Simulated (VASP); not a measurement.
Write the native input for VASP 6.6.1 that does the following.

```
Task                   : single point
Functional             : r2SCAN
Potentials or basis    : VASP PAW PBE potentials, release 64 (Cs_sv, H)
Cutoff                 : 520 eV
k mesh                 : 8 × 8 × 8
Occupations            : gaussian, width 0.05 eV
Spin                   : no spin polarisation
Dipole correction      : no
Further INCAR settings : ALGO = Normal; EDIFF = 1e-06; NBANDS = 12
```

CsH:

```
CELL_PARAMETERS angstrom
0.00000 3.13657 3.29340
3.13657 0.00000 3.29340
3.13657 3.13657 0.00000
ATOMIC_POSITIONS crystal
Cs 0.00000 0.00000 0.00000
H 0.50000 0.50000 0.50000
```

This cell differs from its parent crystal: ratio of the length along z to the lengths across it x 1.05, volume and fractional coordinates fixed.

The input as run:

POSCAR

```
CsH
1.0
    0.0000000000      3.1365716520      3.2934002346
    3.1365716520      0.0000000000      3.2934002346
    3.1365716520      3.1365716520      0.0000000000
Cs H
1 1
Direct
    0.0000000000      0.0000000000      0.0000000000
    0.5000000000      0.5000000000      0.5000000000
```

INCAR.step1

```
ALGO     = Normal         # electronic algorithm
EDIFF    = 1E-4           # SCF threshold, eV
ENCUT    = 520            # plane-wave cutoff, eV
GGA      = PE             # functional
ISMEAR   = 0              # smearing method
LASPH    = T              # aspherical terms in the spheres
LCHARG   = F              # write CHGCAR
LREAL    = F              # projectors in reciprocal space
LWAVE    = T              # write WAVECAR
NBANDS   = 12             # bands
NELM     = 80             # most SCF steps
PREC     = Accurate       # precision mode
SIGMA    = 0.05           # smearing width, eV
```

INCAR.step2

```
ALGO     = Normal         # electronic algorithm
EDIFF    = 1E-6           # SCF threshold, eV
ENCUT    = 520            # plane-wave cutoff, eV
ISIF     = 2              # what is computed and relaxed
ISMEAR   = 0              # smearing method
ISTART   = 1            
LASPH    = T              # aspherical terms in the spheres
LCHARG   = F              # write CHGCAR
LMIXTAU  = T            
LREAL    = F              # projectors in reciprocal space
LWAVE    = F              # write WAVECAR
METAGGA  = R2SCAN         # meta-GGA
NBANDS   = 12             # bands
NELM     = 80             # most SCF steps
PREC     = Accurate       # precision mode
SIGMA    = 0.05           # smearing width, eV
```

KPOINTS

```
k-points
0
Gamma
  8 8 8
```

Potentials or basis: VASP PAW PBE potentials, release 64 (Cs_sv, H).

Launch:

```console
$ cat potpaw_PBE.64/Cs_sv/POTCAR potpaw_PBE.64/H/POTCAR > POTCAR
$ cp INCAR.step1 INCAR
$ mpirun -np 1 vasp_std > vasp.out
$ cp INCAR.step2 INCAR
$ mpirun -np 1 vasp_std > vasp.out
```

Results of the run:

The pressure is 0.1 GPa and the band gap on the k mesh is 2.65 eV, direct.

Caveat: the PAW data sets were made with another functional, which shifts forces and pressure a little; spin-orbit coupling is left out, which moves the levels of the heavy elements.

It took 2.3 min on 1 thread of AMD EPYC 9R45 96-Core Processor (Zen 5), with other jobs on the host, peak memory 0.2 GiB.
